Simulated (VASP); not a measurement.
A run of VASP 6.6.1:

The input INCAR:

```
SYSTEM = Ge5P
PREC = Accurate
ENCUT = 520
EDIFF = 1E-7
ISMEAR = 0
SIGMA = 0.1
LREAL = .FALSE.
LASPH = .TRUE.
NELM = 60
ALGO = Normal
ISIF = 2
LWAVE = .FALSE.
LCHARG = .FALSE.
GGA = PE
NBANDS = 46
```

Contents of KPOINTS:

```
regular mesh
0
G
  10 10 10
  0 0 0
```

The input POSCAR:

```
Ge5P
1.0
   -3.6529942134      3.6529942134      2.6005735872
    3.6529942134     -3.6529942134      2.6005735872
    3.6529942134      3.6529942134     -2.6005735872
Ge P
5 1
Direct
    0.7566865413      0.7566865413      0.5133730827
    0.2433134587      0.2433134587      0.4866269173
    0.7566865413      0.2433134587      0.0000000000
    0.2433134587      0.7566865413      0.0000000000
    0.5000000000      0.5000000000      0.0000000000
    0.0000000000      0.0000000000      0.0000000000
```

Potentials or basis: VASP PAW PBE potentials, release 64 (Ge_d, P).

Run with:

```console
$ cat potpaw_PBE.64/Ge_d/POTCAR potpaw_PBE.64/P/POTCAR > POTCAR
$ mpirun -np 1 vasp_std > vasp.out
```

Hardware: 1 thread of Oxide Virtual Turin-like Processor (shared host).

Question: How long does it take, and how much memory?

Answer: It took 27 min on 1 thread of Oxide Virtual Turin-like Processor, on a shared host, peak memory 0.6 GiB. Counts: scf iterations 15, k points 102.
